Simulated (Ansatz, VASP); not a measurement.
**One calculation of SnSe, two programs**

```
Sn Se
1.0
     5.94551    0.00000    0.00000
     0.00000   -5.94551    0.00000
     0.00000    0.00000   -5.94551
Sn Se
4 4
Direct
  0.00000 0.00000 0.00000
  0.50000 0.50000 0.00000
  0.50000 0.00000 0.50000
  0.00000 0.50000 0.50000
  0.50000 0.00000 0.98486
  0.00000 0.50000 0.00000
  0.00000 0.00000 0.50000
  0.50000 0.50000 0.50000
```

Alike in both runs: task single point; functional PBEsol; k mesh 6 × 6 × 6; occupations gaussian, width 0.05 eV; no spin polarisation.

|  | VASP | Ansatz |
| --- | --- | --- |
| version | VASP 6.6.1 | Ansatz 0.2.0 |
| potentials or method | VASP PAW PBE potentials, release 64 (Sn_d, Se), cutoff 520 eV | scalar-relativistic, plane waves, PAW |
| valence electrons in the cell | 80 | 120 |

Ansatz gave:

* gap on the k mesh at the Fermi level (eV): 0.25
* least direct gap on the mesh (eV): 0.25
* pressure (GPa): 0.1
* traceless stress, the component that is largest in VASP (GPa): 0.06
* rms of the force components (eV/Å): 0.026

Q: Which values does VASP return?

A: gap on the k mesh at the Fermi level (eV): 0.25; least direct gap on the mesh (eV): 0.25; pressure (GPa): 0.2; traceless stress, the component that is largest in VASP (GPa): 0.06; rms of the force components (eV/Å): 0.027.

VASP's potentials were made for PBE, not for PBEsol. Atom by atom the forces differ by 0.001 eV/Å (rms over components). VASP's potentials hold 80 valence electrons a cell and Ansatz's 120, so a difference there can come from the potentials and not from the codes.
